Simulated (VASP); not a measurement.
Wanted: the native input for a VASP 6.6.1 run.

| Item | Value |
| --- | --- |
| Task | single point |
| Functional | PBE |
| Dispersion | D3(BJ) |
| Potentials or basis | VASP PAW PBE potentials, release 64 (Mo_sv, S) |
| Cutoff | 520 eV |
| k mesh | 12 × 12 × 12 |
| Occupations | gaussian, width 0.05 eV |
| Spin | no spin polarisation |
| Dipole correction | no |
| Further INCAR settings | ALGO = Normal; EDIFF = 1e-06; NBANDS = 20 |

The structure of MoS2 lies in POSCAR:

```
MoS2
1.0
    1.6160000000      0.9329980350      6.4297333333
   -1.6160000000      0.9329980350      6.4297333333
    0.0000000000     -1.8659960700      6.4297333333
Mo S
1 2
Direct
    0.0000172156      0.0000172156      0.0000172156
    0.7535368444      0.7535368444      0.7535368444
    0.5797459400      0.5797459400      0.5797459400
```

One way to write it, as run:

INCAR

```
SYSTEM = MoS2
PREC = Accurate
ENCUT = 520
EDIFF = 1E-6
ISMEAR = 0
SIGMA = 0.05
LREAL = .FALSE.
LASPH = .TRUE.
NELM = 100
ALGO = Normal
ISIF = 2
LWAVE = .FALSE.
LCHARG = .FALSE.
GGA = PE
IVDW = 12
NBANDS = 20
```

KPOINTS

```
regular mesh
0
G
  12 12 12
  0 0 0
```

Potentials or basis: VASP PAW PBE potentials, release 64 (Mo_sv, S).

The run is started by

```sh
$ cat potpaw_PBE.64/Mo_sv/POTCAR potpaw_PBE.64/S/POTCAR > POTCAR
$ mpirun -np 1 vasp_std > vasp.out
```

It gave:

```
Pressure                   : -14.7 GPa
Largest force              : 2.066 eV/Å
Band gap on the k mesh     : 0.99 eV (least direct gap 1.68 eV)
Dispersion energy per atom : -0.390 eV
```

Caveat: the stress differs along the axes, from -21 to -12 GPa; forces of over 1 eV/Å act on the atoms, so gaps and moduli don't describe the material at rest.

Wall time 16 min on 1 thread of Intel Xeon 8259CL, with other jobs on the host, peak memory 0.48 GiB.
